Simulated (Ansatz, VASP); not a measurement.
**AgI in VASP and in Ansatz**

```xyz
4
Lattice="4.6509 0.0000 0.0000 -2.3254 4.0278 0.0000 0.0000 0.0000 7.6373" Properties=species:S:1:pos:R:3 pbc="T T T"
Ag    0.0000    2.6852    0.0052
Ag    2.3254    1.3426    3.8239
I     0.0000    2.6852    2.8588
I     2.3254    1.3426    6.6774
```

Change from the starting cell: uniaxial_z strain +0.5%.

Alike in both runs: task single point; functional PBE; k mesh 6 × 6 × 4; occupations fermi-dirac, width 0.02 eV; no spin polarisation.

```csv
,VASP,Ansatz
version,VASP 6.6.1,Ansatz 0.2.0
potentials or method,"VASP PAW PBE potentials, release 64 (Ag, I)","plane waves, PAW"
plane-wave cutoff (eV),500,420
valence electrons in the cell,36,72
```

|  | VASP | Ansatz | Ansatz less VASP |
| --- | --- | --- | --- |
| gap on the k mesh at the Fermi level (eV) | 1.37 | 1.36 | -0.002 |
| pressure (GPa) | 0.4 | 0.5 | +0.06 |

With one functional, cell and mesh, what is left measures potentials, basis and numerics. VASP's potentials hold 36 valence electrons a cell and Ansatz's 72, so a difference there can come from the potentials and not from the codes.

Neither program's run includes spin-orbit coupling.
